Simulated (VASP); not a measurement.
Set up this calculation in VASP 6.6.1, as the native input.

```
Task                   : single point
Functional             : PBE
Potentials or basis    : VASP PAW PBE potentials, release 64 (V_sv)
Cutoff                 : 520 eV
k mesh                 : 20 × 20 × 20
Occupations            : gaussian, width 0.1 eV
Spin                   : no spin polarisation
Dipole correction      : no
Further INCAR settings : ALGO = Fast; EDIFF = 1e-07; NBANDS = 12
```

The structure of V lies in POSCAR:

```
V
1.0
   -1.4680181777      1.4680181777      1.4680181777
    1.4680181777     -1.4680181777      1.4680181777
    1.4680181777      1.4680181777     -1.4680181777
V
1
Direct
    0.0000000000      0.0000000000      0.0000000000
```

These files were run (other wordings do the same):

INCAR

```
SYSTEM = V
ALGO     = Fast           ! electronic algorithm
EDIFF    = 1E-7           ! SCF threshold, eV
ENCUT    = 520            ! plane-wave cutoff, eV
GGA      = PE             ! functional
ISIF     = 2              ! what is computed and relaxed
ISMEAR   = 0              ! smearing method
LASPH    = .TRUE.         ! aspherical terms in the spheres
LCHARG   = .TRUE.         ! write CHGCAR
LELF     = .TRUE.         ! ELF
LREAL    = .FALSE.        ! projectors in reciprocal space
LVHAR    = .TRUE.       
LWAVE    = .FALSE.        ! write WAVECAR
NBANDS   = 12             ! bands
NELM     = 80             ! most SCF steps
PREC     = Accurate       ! precision mode
SIGMA    = 0.1            ! smearing width, eV
```

KPOINTS

```
k-points
0
G
  20 20 20
  0 0 0
```

Potentials or basis: VASP PAW PBE potentials, release 64 (V_sv).

Launch:

```bash
$ cat potpaw_PBE.64/V_sv/POTCAR > POTCAR
$ mpirun -np 1 vasp_std > vasp.out
```

Results of the run:

```json
{
  "Pressure": "13.0 GPa",
  "Band gap on the k mesh": "zero (an odd number of electrons rules out a gap without spin polarisation)"
}
```

Caveat: the cell stands under pressure.

Run time: 42 s on 1 thread of Intel Xeon 8259CL (shared host), peak memory 0.15 GiB.
